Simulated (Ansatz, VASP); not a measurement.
**TlW2: VASP beside Ansatz**

```
CELL_PARAMETERS angstrom
0.00000 3.86131 3.86131
3.86131 0.00000 3.86131
3.86131 3.86131 0.00000
ATOMIC_POSITIONS crystal
Tl 0.00000 0.00000 0.00000
Tl 0.25000 0.25000 0.25000
W 0.62500 0.62500 0.62500
W 0.12500 0.62500 0.62500
W 0.62500 0.62500 0.12500
W 0.62500 0.12500 0.62500
```

Change from the starting cell: species swapped into the HoPt2 type (Fd-3m, No. 227).

Alike in both runs: functional PBE; k mesh 8 × 8 × 8; occupations gaussian, width 0.1 eV; no spin polarisation.

Ansatz relaxed the structure, and its values are those at the end. VASP's run is a single point on that final structure, the one shown.

```csv
,VASP,Ansatz
version,VASP 6.6.1,Ansatz 0.2.0
potentials or method,"VASP PAW PBE potentials, release 64 (Tl_d, W_sv), cutoff 520 eV","scalar-relativistic, plane waves, PAW"
valence electrons in the cell,82,82
```

```tsv
	VASP	Ansatz	Ansatz less VASP
gap on the k mesh at the Fermi level (eV)	none	none	-
pressure (GPa)	0.2	0.0	-0.22
```

A gap of «none» marks a metal or a gap that the smearing closes. The functional is the same, so the differences come from potentials, cutoffs and numerics.

Spin-orbit coupling is off throughout.
